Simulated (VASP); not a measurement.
A run of VASP 6.6.1 is set up as follows.

The input INCAR:

```
SYSTEM = InSb
ALGO = Normal
EDIFF = 1E-6
ENCUT = 520
GGA = PE
ISIF = 2
ISMEAR = 0
LASPH = .True.
LCHARG = .False.
LREAL = .False.
LWAVE = .False.
NBANDS = 16
NELM = 80
PREC = Accurate
SIGMA = 0.1
```

File KPOINTS:

```
k-points
0
Gamma
  14 14 14
  0 0 0
```

The input POSCAR:

```
InSb
1.0
    0.0000000000      3.2496859673      3.2496859673
    3.2496859673      0.0000000000      3.2496859673
    3.2496859673      3.2496859673      0.0000000000
In Sb
1 1
Direct
    0.0000000000      0.0000000000      0.0000000000
    0.2500000000      0.2500000000      0.2500000000
```

Potentials or basis: VASP PAW PBE potentials, release 64 (In_d, Sb).

Command:

```sh
$ cat potpaw_PBE.64/In_d/POTCAR potpaw_PBE.64/Sb/POTCAR > POTCAR
$ mpirun -np 1 vasp_std > vasp.out
```

Task: Predict the band gap on the k mesh.

Result: Zero (filled and empty bands touch).

Task: Estimate the pressure.

Result: 2.6 GPa.

Caveat: spin-orbit coupling is left out, which moves the levels of the heavy elements.
